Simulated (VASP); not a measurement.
Si11HO24 (a cell with a defect): single point with LDA

System: Si11HO24 (a cell with a defect).

```xyz
36
Lattice="-2.5104 4.3482 5.5093 5.0208 0.0000 5.5093 5.0208 8.6963 0.0000" Properties=species:S:1:pos:R:3 pbc="T T T"
Si    3.8587    2.0461    7.3670
Si    1.4012    6.4414    7.3959
Si    1.3892    2.2360    0.0515
Si    1.3510    2.3152    5.5336
Si    5.0327    4.3765    3.7418
Si   -0.1022    4.3227    3.6863
Si    6.2708    6.3660    7.2676
Si    3.8207   10.8253    7.3398
Si    3.7752    6.5888   -0.0509
Si    7.3780    8.7269    3.7115
Si    2.2915    8.7097    3.6016
O     4.0645    3.3286    2.9455
O     3.9677    3.1792    8.5363
O     5.9491    3.6168    4.8407
O     0.9130    3.6902    4.7908
O     0.3095    1.8079    1.1938
O     2.8780    5.8660    6.8608
O     4.1544    5.5742    4.4884
O     3.9708    5.4111    9.9448
O     2.8141    2.5393    6.2119
O     0.3457    6.8456    6.2263
O     0.8055    5.0114    2.5260
O     0.8434    5.1247    8.1690
O     6.4137    7.7039    2.9005
O     6.3855    7.6102    8.3163
O     8.2949    8.0114    4.8469
O     3.0312    8.0834    4.8963
O     2.6830    6.0646    1.0449
O     5.2804   10.6114    6.6663
O     6.4174    9.8181    4.4288
O     6.3642    9.8901    9.7242
O     5.1322    6.8203    6.1292
O     2.6989   11.1496    6.2026
O     3.3294    9.3475    2.5055
O     3.4577    9.4646    8.1501
H     3.6203    7.3000    4.8464
```

- Program: VASP 6.6.1
- Task: single point
- Functional: LDA
- Potentials or basis: VASP PAW LDA potentials, release 64 (Si, O, H)
- Cutoff: 520 eV
- k mesh: 1 × 1 × 1, shifted
- Occupations: fermi-dirac, width 0.01 eV
- Spin: collinear spin
- Fixed moment: 3 μB
- Dipole correction: no
- Further INCAR settings: LREAL = Auto; ALGO = Normal; EDIFF = 1e-06; NBANDS = 122

```
Pressure                                              : -6.4 GPa
Largest force                                         : 0.798 eV/Å
Net moment                                            : 3.00 μB per cell
Site moments                                          : Si -0.00, -0.01, +0.00 (each value once); O +0.04, +0.00, +0.01, +0.72, +0.66, +0.02, +0.06, +0.05, +0.03, +0.73 (each value once); H -0.00 μB
Valence electrons inside the program's atomic spheres : Si 1.62, 1.63, 1.64 (each value once); O 5.18, 5.20, 5.21, 4.83, 4.87, 5.19, 4.84 (each value once); H 0.69
```

Forces in eV/Å, atoms in the order of the input:
```
Si   0.011  0.010 -0.007
Si   0.059 -0.032 -0.048
Si   0.004  0.037 -0.002
Si   0.014  0.052  0.016
Si   0.030  0.073  0.032
Si  -0.033  0.002 -0.037
Si  -0.079 -0.064  0.026
Si   0.034 -0.036  0.039
Si   0.025  0.030 -0.023
Si  -0.041  0.000 -0.006
Si  -0.092  0.043  0.039
O    0.274 -0.089 -0.076
O    0.282 -0.019 -0.145
O   -0.149 -0.212 -0.113
O   -0.204 -0.244 -0.100
O   -0.115  0.222 -0.135
O   -0.136  0.215  0.040
O    0.209 -0.079 -0.002
O    0.286  0.047  0.106
O   -0.135 -0.260  0.156
O   -0.149 -0.227  0.154
O   -0.142  0.204  0.141
O   -0.207  0.170  0.116
O    0.301 -0.064 -0.084
O    0.270 -0.044 -0.089
O   -0.143 -0.222 -0.158
O   -0.485  0.475 -0.420
O   -0.125  0.281 -0.140
O   -0.110  0.195 -0.150
O    0.304  0.047  0.103
O    0.262 -0.015  0.172
O    0.056 -0.211  0.142
O   -0.115 -0.191  0.129
O   -0.171  0.243  0.122
O   -0.181  0.204  0.089
H    0.390 -0.542  0.113
```

Stress tensor (GPa, compression positive):
```
-6.95 -0.61 -0.63
-0.61 -5.42 -1.02
-0.63 -1.02 -6.82
```

It took 5.6 min on 1 thread of Oxide Virtual Turin-like Processor (shared host), peak memory 0.46 GiB.

Caveat: the k points lie up to 0.92 Å⁻¹ apart, too coarse for converged energies, forces and pressures; the total moment is fixed, so each spin has its own Fermi level and the state may be an excited one.
